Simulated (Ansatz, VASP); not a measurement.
One calculation of Si3N4, two programs

INCAR

```
PREC     = Accurate       # precision mode
ENCUT    = 600            # plane-wave cutoff, eV
EDIFF    = 1E-6           # SCF threshold, eV
ISMEAR   = -1             # smearing method
SIGMA    = 0.05           # smearing width, eV
LREAL    = F              # projectors in reciprocal space
LASPH    = T              # aspherical terms in the spheres
NELM     = 120            # most SCF steps
ALGO     = Normal         # electronic algorithm
ISIF     = 2              # what is computed and relaxed
LWAVE    = F              # write WAVECAR
LCHARG   = F              # write CHGCAR
GGA      = PE             # functional
NBANDS   = 25             # bands
GGA_COMPAT= F
```

The input KPOINTS:

```
Automatic mesh
0
Gamma
  2 2 2
```

The input POSCAR:

```
Si3N4
1.0
    4.1307800000      0.0000000000      0.0000000000
    0.0000000000      4.1307800000      0.0000000000
    0.0000000000      0.0000000000      4.1307800000
Si N
3 4
Direct
    0.0000000000      0.0000000000      0.5000000000
    0.5000000000      0.0000000000      0.0000000000
    0.0000000000      0.5000000000      0.0000000000
    0.2395200000      0.2395200000      0.7604800000
    0.7604800000      0.7604800000      0.7604800000
    0.2395200000      0.7604800000      0.2395200000
    0.7604800000      0.2395200000      0.2395200000
```

File input.yaml:

```yaml
crystal:
  lattice:
    - [4.13078, 0.0, 0.0]
    - [0.0, 4.13078, 0.0]
    - [0.0, 0.0, 4.13078]
  atoms:
    - { symbol: Si, position: [0.0, 0.0, 0.5] }
    - { symbol: Si, position: [0.5, 0.0, 0.0] }
    - { symbol: Si, position: [0.0, 0.5, 0.0] }
    - { symbol: "N", position: [0.23952, 0.23952, 0.76048] }
    - { symbol: "N", position: [0.76048, 0.76048, 0.76048] }
    - { symbol: "N", position: [0.23952, 0.76048, 0.23952] }
    - { symbol: "N", position: [0.76048, 0.23952, 0.23952] }
hamiltonian:
  xc: pbe
  pseudopotentials: { kind: paw }
kpoints:
  mp_grid: { grid: [2, 2, 2] }
scf:
  occupations: { method: fermi_dirac, width: 0.05 }
output:
  forces: true
  stress: true
  eigenvalues: true
  write_density: true
  write_potential: true
  elf: true
  volumetric_format: npy
```

Alike in both runs: task single point; functional PBE; k mesh 2 × 2 × 2; occupations fermi-dirac, width 0.05 eV; no spin polarisation.

|  | VASP | Ansatz |
| --- | --- | --- |
| version | VASP 6.6.1 | Ansatz 0.2.0 |
| potentials or method | VASP PAW PBE potentials, release 64 (Si, N) | Ansatz PAW |
| plane-wave cutoff (eV) | 600 | 420 |
| valence electrons in the cell | 32 | 32 |

VASP gave:

| Property | Result |
| --- | --- |
| gap on the k mesh at the Fermi level (eV) | 2.71 |
| least direct gap on the mesh (eV) | 2.91 |
| pressure (GPa) | -0.6 |
| rms of the force components (eV/Å) | 0.055 |

Q: Which values does Ansatz return?

A: gap on the k mesh at the Fermi level (eV): 2.71; least direct gap on the mesh (eV): 2.92; pressure (GPa): -0.3; rms of the force components (eV/Å): 0.048.

Atom by atom the forces differ by 0.007 eV/Å (rms over components).

The k mesh is coarse, so the values compare programs but aren't converged.
